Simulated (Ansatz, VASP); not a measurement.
**Hf3C2 in VASP and in Ansatz**

```
CELL_PARAMETERS angstrom
4.31713 0.00000 0.00000
-2.15857 3.73875 0.00000
0.00000 0.00000 5.27549
ATOMIC_POSITIONS crystal
Hf 0.00000 0.00000 0.00000
Hf 0.33333 0.66667 0.64808
Hf 0.66667 0.33333 0.35192
C 0.33333 0.66667 0.14657
C 0.66667 0.33333 0.85343
```

Change from the starting cell: species swapped into the Al3Ni2 type (P-3m1, No. 164).

Alike in both runs: task single point; functional PBE; k mesh 6 × 6 × 4; occupations gaussian, width 0.1 eV; no spin polarisation.

|  | VASP | Ansatz |
| --- | --- | --- |
| version | VASP 6.6.1 | Ansatz 0.2.0 |
| potentials or method | VASP PAW PBE potentials, release 64 (Hf_pv, C), cutoff 520 eV | scalar-relativistic, plane waves, PAW |
| valence electrons in the cell | 38 | 86 |

|  | VASP | Ansatz | Ansatz less VASP |
| --- | --- | --- | --- |
| gap on the k mesh at the Fermi level (eV) | none | none | - |
| pressure (GPa) | -21.1 | -20.4 | +0.72 |
| traceless stress, the component that is largest in VASP (GPa) | -2.55 | -2.51 | +0.033 |
| rms of the force components (eV/Å) | 0.960 | 0.959 | -0.0006 |

Atom by atom the forces differ by 0.003 eV/Å (rms over components). A gap of «none» marks a metal or a gap that the smearing closes. The functional is the same, so the differences come from potentials, cutoffs and numerics. VASP's potentials hold 38 valence electrons a cell and Ansatz's 86, so a difference there can come from the potentials and not from the codes.

Spin-orbit coupling is off throughout.
